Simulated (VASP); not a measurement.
Bi: single point with r2SCAN

Crystal: Bi.

```
Bi
1.0
    -1.99889    1.99889    1.99889
     1.99889   -1.99889    1.99889
     1.99889    1.99889   -1.99889
Bi
1
Direct
  0.00000 0.00000 0.00000
```

| Item | Value |
| --- | --- |
| Program | VASP 6.6.1 |
| Task | single point |
| Functional | r2SCAN |
| Potentials or basis | VASP PAW PBE potentials, release 64 (Bi_d) |
| Cutoff | 520 eV |
| k mesh | 8 × 8 × 8 |
| Occupations | gaussian, width 0.05 eV |
| Spin | no spin polarisation |
| Dipole correction | no |
| Further INCAR settings | ALGO = Normal; EDIFF = 1e-07; NBANDS = 14 |

```yaml
Pressure: -1.6 GPa
```

Levels at points of the mesh, in eV from the Fermi level:
| k point | band 5 | band 6 | band 7 | band 8 | band 9 | band 10 | band 11 | band 12 |
| --- | --- | --- | --- | --- | --- | --- | --- | --- |
| (0.00, 0.00, 0.00) | -23.65 | -13.99 | 5.10 | 5.10 | 5.10 | 9.72 | 11.23 | 11.23 |
| (0.50, 0.00, 0.00) | -23.57 | -10.89 | -5.20 | 1.46 | 3.58 | 6.42 | 7.88 | 13.09 |
| (0.50, 0.50, 0.50) | -23.59 | -8.71 | -1.97 | -1.97 | -1.97 | 3.98 | 3.98 | 16.11 |

Run time: 28 s on 1 thread of Intel(R) Xeon(R) 6975P-C (Granite Rapids), on a shared host, peak memory 0.16 GiB.

Caveat: the PAW data sets were made with another functional, which shifts forces and pressure a little; spin-orbit coupling is left out, which moves the levels of the heavy elements.
